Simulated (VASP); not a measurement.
# TiCo (P-1) in VASP: a series of runs, part 2 of 2

VASP 6.6.1.

## 3. Single point, PBE+D3(BJ), collinear spin, ferromagnetic start

INCAR

```
PREC = Accurate
ENCUT = 600
EDIFF = 1E-6
ISMEAR = 0
SIGMA = 0.1
LREAL = F
LASPH = T
NELM = 200
ALGO = Normal
ISIF = 2
LWAVE = F
LCHARG = F
ISPIN = 2
MAGMOM = 0 0.6
LORBIT = 11
LMAXMIX = 4
GGA = PE
IVDW = 12
NBANDS = 26
GGA_COMPAT = F
```

KPOINTS

```
regular mesh
0
Gamma
  6 6 6
```

POSCAR

```
TiCo
1.0
    3.0308794977     -0.0651841207     -0.0275424862
   -0.0651841207      2.9431817138     -0.0909927440
   -0.0275424862     -0.0909927440      3.0850039898
Ti Co
1 1
Direct
    0.0000000000      0.0000000000      0.0000000000
    0.5000000000      0.5000000000      0.5000000000
```

Potentials or basis: VASP PAW PBE potentials, release 64 (Ti_sv, Co_sv).

Started as:

```console
> cat potpaw_PBE.64/Ti_sv/POTCAR potpaw_PBE.64/Co_sv/POTCAR > POTCAR
> mpirun -np 1 vasp_std > vasp.out
```

OUTCAR:

```text
PREC = Accurate
   ENCUT = 600
   EDIFF = 1E-6
   ISMEAR = 0
   LREAL = F
   LASPH = T
   NELM = 200
   ISIF = 2
   ISPIN = 2
   LORBIT = 11
   GGA = PE
   IVDW = 12
 IVDW          = 12

 ion  position               nearest neighbor table
   1  0.000  0.000  0.000-   2 2.51   2 2.51   2 2.62   2 2.62   2 2.65   2 2.65   2 2.69   2 2.69

   2  0.500  0.500  0.500-   1 2.51   1 2.51   1 2.62   1 2.62   1 2.65   1 2.65   1 2.69   1 2.69

  LATTYP: Found a triclinic cell.
 ALAT       =     2.9453093640
 B/A-ratio  =     1.4036827143
 C/A-ratio  =     1.8263242933
 COS(alpha) =     0.0086718494
 COS(beta)  =     0.6064779225
 COS(gamma) =     0.6806373596

  Lattice vectors:

 A1 = (  -0.0651841207,   2.9431817138,  -0.0909927440)
 A2 = (   2.9656953770,   2.8779975931,  -0.1185352302)
 A3 = (  -3.0685211322,   3.0993585785,  -3.1484542476)

Analysis of symmetry for initial positions (statically):
[... 900 lines left out ...]
      3     -47.7065      1.00000
      4     -47.6678      1.00000
      5     -47.0475      1.00000
      6     -23.1828      1.00000
[... 685 lines left out ...]
     25      27.5979      0.00000
     26      28.3423      0.00000

 [... further k-points ...]

------------------------ aborting loop because EDIFF is reached ----------------------------------------

 Edisp (eV)   -1.04150

 E8    (eV) :    -0.4796

  FORCE on cell =-STRESS in cart. coord.  units (eV):
  Direction    XX          YY          ZZ          XY          YZ          ZX
  --------------------------------------------------------------------------------------
  -------------------------------------------------------------------------------------
  Total      -2.59948    -1.97130    -2.52407     0.50961     0.67312     0.26132
  in kB    -151.56488  -114.93865  -147.16820    29.71331    39.24669    15.23649
  external pressure =     -137.89 kB  Pullay stress =        0.00 kB

 VOLUME and BASIS-vectors are now :
 -----------------------------------------------------------------------------
  energy-cutoff  :      600.00
  volume of cell :       27.48
      direct lattice vectors                 reciprocal lattice vectors
     3.030879498 -0.065184121 -0.027542486     0.330125354  0.007409329  0.003165853
    -0.065184121  2.943181714 -0.090992744     0.007409329  0.340244760  0.010101729
    -0.027542486 -0.090992744  3.085003990     0.003165853  0.010101729  0.324474906

 POSITION                                       TOTAL-FORCE (eV/Angst)
 -----------------------------------------------------------------------------------
      0.00000      0.00000      0.00000         0.000000      0.000000      0.000000
      1.46908      1.39350      1.48323        -0.000000     -0.000000     -0.000000
 -----------------------------------------------------------------------------------
    total drift:                                0.000000      0.000000     -0.000000

  FREE ENERGIE OF THE ION-ELECTRON SYSTEM (eV)
  ---------------------------------------------------
  free  energy   TOTEN  =       -16.7179952829 eV

  energy  without entropy=      -16.7038586877  energy(sigma->0) =      -16.71092699

 total charge

# of ion       s       p       d       tot
------------------------------------------
    1        2.240   6.170   1.838  10.247
    2        2.262   6.092   6.737  15.091
--------------------------------------------------
tot          4.502  12.262   8.574  25.338

 magnetization (x)

# of ion       s       p       d       tot
------------------------------------------
    1       -0.004  -0.012  -0.064  -0.080
    2        0.013  -0.002   0.681   0.692
--------------------------------------------------
tot          0.009  -0.014   0.618   0.613
```

OSZICAR:

```text
N       E                     dE             d eps       ncg     rms          rms(c)
DAV:   1     0.436377185862E+03    0.43638E+03   -0.16791E+04 14624   0.255E+03
DAV:   2     0.153281531717E+02   -0.42105E+03   -0.39874E+03 15764   0.695E+02
DAV:   3    -0.169246313229E+02   -0.32253E+02   -0.31557E+02 16828   0.184E+02
[... 12 lines left out ...]
DAV:  16    -0.156764601433E+02   -0.46149E-03   -0.50832E-04 16196   0.220E-01    0.580E-02
DAV:  17    -0.156764890689E+02   -0.28926E-04   -0.19911E-04 18140   0.144E-01    0.292E-02
DAV:  18    -0.156764812456E+02    0.78233E-05   -0.35260E-04 18980   0.151E-01    0.250E-02
DAV:  19    -0.156764978478E+02   -0.16602E-04   -0.59105E-05 16156   0.718E-02    0.672E-03
DAV:  20    -0.156764981292E+02   -0.28139E-06   -0.25229E-06  6808   0.164E-02
   1 F= -.16717995E+02 E0= -.16710927E+02  d E =-.141366E-01  mag=     0.5578
```

stdout:

```text
POSCAR found type information on POSCAR TiCo
 POSCAR found :  2 types and       2 ions
 scaLAPACK will be used
 LDA part: xc-table for (Slater+PW92), standard interpolation
 POSCAR, INCAR and KPOINTS ok, starting setup
 FFT: planning ... GRIDC
 FFT: planning ... GRID_SOFT
 FFT: planning ... GRID
 WAVECAR not read
 entering main loop
```

It took 2.3 min on 1 thread of AMD EPYC 9R45 (Zen 5), shared host; peak memory 0.25 GiB.

What came out:

- Free energy: -16.7180 eV
- Pressure: -13.8 GPa
- Net moment: 0.56 μB per cell
- Site moments: Ti -0.08; Co +0.69 μB
- Valence electrons inside the program's atomic spheres: Ti 10.25; Co 15.09
- Dispersion energy per atom: -0.521 eV

Levels at points of the mesh, in eV from the Fermi level:
Spin up:
```csv
k point,band 11,band 12,band 13,band 14,band 15,band 16,band 17,band 18,band 19,band 20
"(0.00, 0.00, 0.00)",-3.87,-1.99,-1.63,-1.53,0.42,0.72,2.45,2.56,2.74,8.03
"(0.50, 0.00, 0.00)",-2.77,-1.87,-1.71,-1.33,-0.68,-0.49,0.43,0.92,2.13,3.67
"(0.00, 0.50, 0.00)",-2.70,-1.87,-1.83,-1.38,-0.59,-0.25,0.44,0.61,2.05,4.03
"(0.50, 0.50, 0.00)",-2.74,-2.60,-1.25,-0.43,0.39,1.12,1.29,2.26,2.45,3.07
"(0.00, 0.00, 0.50)",-2.86,-1.80,-1.69,-1.31,-0.76,-0.59,0.61,0.95,2.20,3.45
"(0.50, 0.00, 0.50)",-2.45,-2.34,-1.22,-0.78,0.24,0.56,0.88,2.38,2.45,2.88
"(0.00, 0.50, 0.50)",-2.67,-2.47,-1.23,-0.56,0.15,1.13,1.15,2.24,2.51,3.00
"(0.50, 0.50, 0.50)",-2.50,-2.16,-2.07,-1.75,-1.22,-1.18,2.94,3.12,6.48,7.64
```
Spin down:
| k point | band 11 | band 12 | band 13 | band 14 | band 15 | band 16 | band 17 | band 18 |
| --- | --- | --- | --- | --- | --- | --- | --- | --- |
| (0.00, 0.00, 0.00) | -3.35 | -1.60 | -1.21 | -1.09 | 0.82 | 1.06 | 2.46 | 2.58 |
| (0.50, 0.00, 0.00) | -1.87 | -1.41 | -1.27 | -0.84 | -0.81 | 0.40 | 0.41 | 0.87 |
| (0.00, 0.50, 0.00) | -1.86 | -1.43 | -1.40 | -0.88 | -0.74 | 0.39 | 0.55 | 0.70 |
| (0.50, 0.50, 0.00) | -2.43 | -2.29 | -0.09 | 0.33 | 0.33 | 1.07 | 1.37 | 2.37 |
| (0.00, 0.00, 0.50) | -1.88 | -1.34 | -1.23 | -0.88 | -0.84 | 0.25 | 0.57 | 0.89 |
| (0.50, 0.00, 0.50) | -2.13 | -2.01 | -0.22 | 0.07 | 0.18 | 0.49 | 0.99 | 2.47 |
| (0.00, 0.50, 0.50) | -2.36 | -2.15 | -0.20 | 0.09 | 0.29 | 1.07 | 1.25 | 2.34 |
| (0.50, 0.50, 0.50) | -2.21 | -2.12 | -2.12 | -1.79 | -0.18 | 0.00 | 2.84 | 3.03 |

Caveat: pairwise dispersion overbinds metals, which lowers pressure and volume.
